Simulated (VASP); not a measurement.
# S (Fd-3m) in VASP: single point with PBE

Aim: the single point of S with PBE.

All numbers are computed with VASP 6.6.1; they aren't measurements. Logs are shortened: lines on timing, memory, paths and dates and some standing lists are left out, and cuts for length are marked.

## 1. The cell of the first run

The structure is cubic, space group Fd-3m (No. 227). The conventional cell has a = 5.792 Å, b = 5.792 Å, c = 5.792 Å, α = 90.00°, β = 90.00°, γ = 90.00°. S (site symmetry -43m) has 4 S at 2.51 Å within 3.3 Å.

## 2. Single point, PBE

The input, INCAR:

```
PREC     = Accurate       # precision mode
ENCUT    = 500            # plane-wave cutoff, eV
EDIFF    = 1E-6           # SCF threshold, eV
ISMEAR   = -1             # smearing method
SIGMA    = 0.1            # smearing width, eV
LREAL    = F              # projectors in reciprocal space
LASPH    = T              # aspherical terms in the spheres
NELM     = 120            # most SCF steps
ALGO     = Normal         # electronic algorithm
ISIF     = 2              # what is computed and relaxed
LWAVE    = F              # write WAVECAR
LCHARG   = F              # write CHGCAR
GGA      = PE             # functional
NBANDS   = 13             # bands
GGA_COMPAT= F
```

The input, KPOINTS:

```
Automatic mesh
0
Gamma
  6 6 6
```

The input, POSCAR:

```
S
1.0
   -2.8962343100      0.0000000000      2.8962343100
    0.0000000000      2.8962343100      2.8962343100
   -2.8962343100      2.8962343100      0.0000000000
S
2
Direct
    0.0000000000      0.0000000000      0.0000000000
    0.2500000000      0.2500000000      0.2500000000
```

Potentials or basis: VASP PAW PBE potentials, release 64 (S).

Command:

```bash
$ cat potpaw_PBE.64/S/POTCAR > POTCAR
$ mpirun -np 1 vasp_std > vasp.out
```

OUTCAR:

```text
PREC = Accurate
   ENCUT = 500
   EDIFF = 1E-6
   ISMEAR = -1
   LREAL = F
   LASPH = T
   NELM = 120
   ISIF = 2
   GGA = PE

 ion  position               nearest neighbor table
   1  0.000  0.000  0.000-   2 2.51   2 2.51   2 2.51   2 2.51
   2  0.250  0.250  0.250-   1 2.51   1 2.51   1 2.51   1 2.51

  LATTYP: Found a face centered cubic cell.
 ALAT       =     5.7924686200

  Lattice vectors:

 A1 = (  -2.8962343100,   0.0000000000,   2.8962343100)
 A2 = (   0.0000000000,   2.8962343100,   2.8962343100)
 A3 = (  -2.8962343100,   2.8962343100,   0.0000000000)

Analysis of symmetry for initial positions (statically):
=====================================================================
 Subroutine PRICEL returns:
 Original cell was already a primitive cell.

 Routine SETGRP: Setting up the symmetry group for a
 face centered cubic supercell.

 Subroutine GETGRP returns: Found 48 space group operations
 (whereof 24 operations were pure point group operations)
 out of a pool of 48 trial point group operations.

The static configuration has the point symmetry T_d .
 The point group associated with its full space group is O_h .

Analysis of symmetry for dynamics (positions and initial velocities):
=====================================================================
 Subroutine PRICEL returns:
 Original cell was already a primitive cell.

 Routine SETGRP: Setting up the symmetry group for a
 face centered cubic supercell.

 Subroutine GETGRP returns: Found 48 space group operations
 (whereof 24 operations were pure point group operations)
 out of a pool of 48 trial point group operations.

The dynamic configuration has the point symmetry T_d .
 The point group associated with its full space group is O_h .

 Subroutine INISYM returns: Found 48 space group operations
 (whereof 24 operations are pure point group operations),
 and found     1 'primitive' translations

----------------------------------------------------------------------------------------

                                     Primitive cell

  volume of cell :      48.5882

  direct lattice vectors                    reciprocal lattice vectors
    -2.896234310  0.000000000  2.896234310    -0.172637966 -0.172637966  0.172637966
     0.000000000  2.896234310  2.896234310     0.172637966  0.172637966  0.172637966
    -2.896234310  2.896234310  0.000000000    -0.172637966  0.172637966 -0.172637966

  length of vectors
     4.095893841  4.095893841  4.095893841     0.299017728  0.299017728  0.299017728

  position of ions in fractional coordinates (direct lattice)
     0.000000000  0.000000000  0.000000000
     0.250000000  0.250000000  0.250000000

  ion indices of the primitive-cell ions
   primitive index   ion index
                 1           1
                 2           2

----------------------------------------------------------------------------------------

 KPOINTS: Automatic mesh

Automatic generation of k-mesh.
 Grid dimensions read from file:
 generate k-points for:    6    6    6

 Generating k-lattice:

  Cartesian coordinates                     Fractional coordinates (reciprocal lattice)
    -0.028772994 -0.028772994  0.028772994     0.166666667  0.000000000  0.000000000
     0.028772994  0.028772994  0.028772994     0.000000000  0.166666667  0.000000000
    -0.028772994  0.028772994 -0.028772994     0.000000000  0.000000000  0.166666667

  Length of vectors
     0.049836288  0.049836288  0.049836288

  Shift w.r.t. Gamma in fractional coordinates (k-lattice)
     0.000000000  0.000000000  0.000000000

 Subroutine IBZKPT returns following result:
 ===========================================

 Found     16 irreducible k-points:

 Following reciprocal coordinates:
            Coordinates               Weight
  0.000000  0.000000  0.000000      1.000000
  0.166667  0.000000  0.000000      8.000000
  0.333333  0.000000  0.000000      8.000000
  0.500000  0.000000  0.000000      4.000000
  0.166667  0.166667  0.000000      6.000000
  0.333333  0.166667  0.000000     24.000000
[... 8 lines left out ...]
 -0.333333  0.333333  0.166667     24.000000
 -0.333333  0.500000  0.166667     12.000000
   k-points           NKPTS =     16   k-points in BZ     NKDIM =     16   number of bands    NBANDS=     13
   number of dos      NEDOS =    301   number of ions     NIONS =      2
   total plane-waves  NPLWV =  27000
   dimension x,y,z NGX =    30 NGY =   30 NGZ =   30
   dimension x,y,z NGXF=    60 NGYF=   60 NGZF=   60
   ions per type =               2
   NGX,Y,Z   is equivalent  to a cutoff of  12.18, 12.18, 12.18 a.u.
   NGXF,Y,Z  is equivalent  to a cutoff of  24.35, 24.35, 24.35 a.u.
 SYSTEM =  unknown system
   PREC   = accura    normal or accurate (medium, high low for compatibility)
   ISTART =      0    job   : 0-new  1-cont  2-samecut
   ICHARG =      2    charge: 1-file 2-atom 10-const
   ISPIN  =      1    spin polarized calculation?
   LNONCOLLINEAR =      F non collinear calculations
   LSORBIT =      F    spin-orbit coupling
   LASPH  =      T    aspherical Exc in radial PAW
   ENCUT  =  500.0 eV  36.75 Ry    6.06 a.u.   7.47  7.47  7.47*2*pi/ulx,y,z
   NELM   =    120;   NELMIN=  2; NELMDL= -5     # of ELM steps
   EDIFF  = 0.1E-05   stopping-criterion for ELM
   LREAL  =      F    real-space projection
   EDIFFG = 0.1E-04   stopping-criterion for IOM
   NSW    =      0    number of steps for IOM
   IBRION =     -1    ionic relax: 0-MD 1-quasi-New 2-CG
   NFREE  =      0    steps in history (QN), initial steepest desc. (CG)
   ISIF   =      2    stress and relaxation
   ISYM   =      2    0-nonsym 1-usesym 2-fastsym
   POTIM  = 0.5000    time-step for ionic-motion
   TEBEG  =    0.0;   TEEND  =   0.0 temperature during run
   PSTRESS=    0.0 pullay stress
   NELECT =      12.0000    total number of electrons
   NUPDOWN=      -1.0000    fix difference up-down
   EMIN   =  10.00;   EMAX   =-10.00  energy-range for DOS
   EFERMI =   0.00;   METHOD = LEGACY
   ISMEAR =    -1;   SIGMA  =   0.10  broadening in eV -4-tet -1-fermi 0-gaus
   EFERMI_NEDOS =   21; number of points for ismear=-14 and -15
   IALGO  =     38    algorithm
   IMIX   =      4    mixing-type and parameters
     AMIX     =   0.40;   BMIX     =  1.00
     AMIX_MAG =   1.60;   BMIX_MAG =  1.00
  volume/ion in A,a.u.               =      24.29       163.94
  Fermi-wavevector in a.u.,A,eV,Ry     =   1.027129  1.940992 14.354058  1.054993
  Thomas-Fermi vector in A             =   2.161058
   LORBIT       =      0    0 simple, 1 ext, 2 COOP (PROOUT), +10 PAW based schemes
   GGA     = PE    functional components
   LHFCALC =     F    Hartree Fock is set to
   AEXX    =    0.0000 exact exchange contribution
   IVDW    =     0    specifies the selected vdW correction
   LEPSILON=     F    determine dielectric tensor
   LRPA    =     F    only Hartree local field effects (RPA)
 non-spin polarized calculation
  energy-cutoff  :      500.00
  volume of cell :       48.59
 maximum number of plane-waves:      1258
 NGX is ok and might be reduce to    30
   NGX = 15   NGY = 15   NGZ = 15

 number of electron      11.9999997 magnetization

 Free energy of the ion-electron system (eV)
  ---------------------------------------------------
  ext. energy  EPLUGINS =         0.00000000
  ---------------------------------------------------
  free energy    TOTEN  =        -6.28363244 eV

  energy without entropy =       -6.22207940  energy(sigma->0) =       -6.25285592

 E-fermi :   3.4195     XC(G=0):  -8.6940

 val. band max:        3.4089852825   @ k =  -0.3333   0.3333   0.0000
 cond. band min:       3.4392655077   @ k =   0.3333   0.0000   0.0000
 fundamental gap:      0.0302802251
 Fermi energy:         3.4195116473

 k-point     1 :       0.0000    0.0000    0.0000
  band No.  band energies     occupation
      1     -12.2958      2.00000
      2      -5.6861      2.00000
      3      -0.3949      2.00000
      4      -0.3949      2.00000
      5      -0.3949      2.00000
      6       2.5065      1.99978
      7       2.5065      1.99978
      8       2.5065      1.99978
      9       9.0373      0.00000
     10      11.3008      0.00000
     11      11.3008      0.00000
     12      13.9765      0.00000
     13      13.9765      0.00000

 k-point     2 :       0.1667    0.0000    0.0000
  band No.  band energies     occupation
      1     -12.0750      2.00000
      2      -6.3478      2.00000
      3      -0.6356      2.00000
      4      -0.6356      2.00000
      5      -0.3988      2.00000
      6       2.8725      1.99162
      7       2.8725      1.99162
      8       2.9908      1.97287
      9       9.8195      0.00000
     10      10.8674      0.00000
     11      10.8674      0.00000
     12      13.5411      0.00000
     13      15.2271      0.00000

 k-point     3 :       0.3333    0.0000    0.0000
  band No.  band energies     occupation
      1     -11.5007      2.00000
      2      -7.6239      2.00000
      3      -1.0015      2.00000
      4      -1.0015      2.00000
      5      -0.6512      2.00000
      6       3.4393      0.90155
      7       3.4393      0.90155
      8       4.4054      0.00010
      9      10.6687      0.00000
     10      11.0361      0.00000
     11      11.0361      0.00000
     12      13.1199      0.00000
     13      15.2060      0.00000

 k-point     4 :       0.5000    0.0000    0.0000
  band No.  band energies     occupation
      1     -11.0711      2.00000
      2      -8.3487      2.00000
      3      -1.1504      2.00000
      4      -1.1504      2.00000
      5      -0.8080      2.00000
      6       3.6550      0.17342
      7       3.6550      0.17342
      8       5.3748      0.00000
      9      10.9538      0.00000
     10      11.6824      0.00000
     11      11.9976      0.00000
     12      11.9976      0.00000
     13      13.4374      0.00000

 k-point     5 :       0.1667    0.1667    0.0000
  band No.  band energies     occupation
      1     -11.9968      2.00000
      2      -6.5356      2.00000
      3      -0.9712      2.00000
      4      -0.9712      2.00000
      5       0.3408      2.00000
      6       2.1131      2.00000
      7       3.3891      1.15085
      8       3.3891      1.15085
      9       9.8392      0.00000
     10      10.1350      0.00000
     11      11.7512      0.00000
     12      14.5829      0.00000
     13      14.5829      0.00000
[... 129 lines left out ...]
 k-point    14 :       0.5000    0.3333    0.1667
  band No.  band energies     occupation
      1     -10.9502      2.00000
      2      -8.4434      2.00000
      3      -2.1917      2.00000
      4      -1.5954      2.00000
      5       1.2435      2.00000
      6       2.6007      1.99944
      7       4.6832      0.00001
      8       4.6910      0.00001
      9       9.7586      0.00000
     10      10.3598      0.00000
     11      12.5827      0.00000
     12      14.8779      0.00000
     13      15.0853      0.00000

 k-point    15 :      -0.3333    0.3333    0.1667
  band No.  band energies     occupation
      1     -10.4604      2.00000
      2      -9.0758      2.00000
      3      -2.4446      2.00000
      4      -1.7957      2.00000
      5       1.4549      2.00000
      6       3.1101      1.91329
      7       4.7205      0.00000
      8       4.9233      0.00000
      9       9.3594      0.00000
     10      10.4465      0.00000
     11      12.4537      0.00000
     12      14.4260      0.00000
     13      15.8610      0.00000

 k-point    16 :      -0.3333    0.5000    0.1667
  band No.  band energies     occupation
      1      -9.7964      2.00000
      2      -9.7964      2.00000
      3      -2.2173      2.00000
      4      -2.2173      2.00000
      5       2.1296      2.00000
      6       2.1296      2.00000
      7       5.1586      0.00000
      8       5.1586      0.00000
      9       9.8488      0.00000
     10       9.8488      0.00000
     11      13.5650      0.00000
     12      13.5650      0.00000
     13      16.5413      0.00000

------------------------ aborting loop because EDIFF is reached ----------------------------------------

  FORCE on cell =-STRESS in cart. coord.  units (eV):
  Direction    XX          YY          ZZ          XY          YZ          ZX
  --------------------------------------------------------------------------------------
  -------------------------------------------------------------------------------------
  Total       -0.0864364     -0.0864364     -0.0864364      0.0000000      0.0000000      0.0000000
  in kB       -2.8502051     -2.8502051     -2.8502051      0.0000000      0.0000000      0.0000000
  external PRESSURE =      -2.8502051 kB  Pullay stress =       0.0000000 kB

 VOLUME and BASIS-vectors are now :
 -----------------------------------------------------------------------------
  energy-cutoff  :      500.00
  volume of cell :       48.59
      direct lattice vectors                 reciprocal lattice vectors
    -2.896234310  0.000000000  2.896234310    -0.172637966 -0.172637966  0.172637966
     0.000000000  2.896234310  2.896234310     0.172637966  0.172637966  0.172637966
    -2.896234310  2.896234310  0.000000000    -0.172637966  0.172637966 -0.172637966

 POSITION                                       TOTAL-FORCE (eV/Angst)
 -----------------------------------------------------------------------------------
      0.00000      0.00000      0.00000        -0.000000      0.000000     -0.000000
     -1.44812      1.44812      1.44812         0.000000     -0.000000      0.000000
 -----------------------------------------------------------------------------------
    total drift:                                0.000000      0.000000      0.000000

  FREE ENERGIE OF THE ION-ELECTRON SYSTEM (eV)
  ---------------------------------------------------
  free  energy   TOTEN  =        -6.2836324446 eV

  energy  without entropy=       -6.2220794030  energy(sigma->0) =       -6.25285592
```

It took 15 s on 1 thread of Intel Xeon 8259CL, shared host; peak memory 0.15 GiB.

What came out:

```
Free energy            : -6.2836 eV
Pressure               : -0.3 GPa
Band gap on the k mesh : zero (band 6 reaches 3.65 eV, above the bottom of band 7 at 2.51 eV)
```

Levels at points of the mesh, in eV from the Fermi level:
| k point | band 3 | band 4 | band 5 | band 6 | band 7 | band 8 | band 9 | band 10 |
| --- | --- | --- | --- | --- | --- | --- | --- | --- |
| (0.00, 0.00, 0.00) | -3.81 | -3.81 | -3.81 | -0.91 | -0.91 | -0.91 | 5.62 | 7.88 |
| (0.50, 0.00, 0.00) | -4.57 | -4.57 | -4.23 | 0.24 | 0.24 | 1.96 | 7.53 | 8.26 |
| (0.50, 0.50, 0.00) | -5.42 | -5.42 | -1.97 | -1.97 | 2.28 | 2.28 | 6.80 | 6.80 |
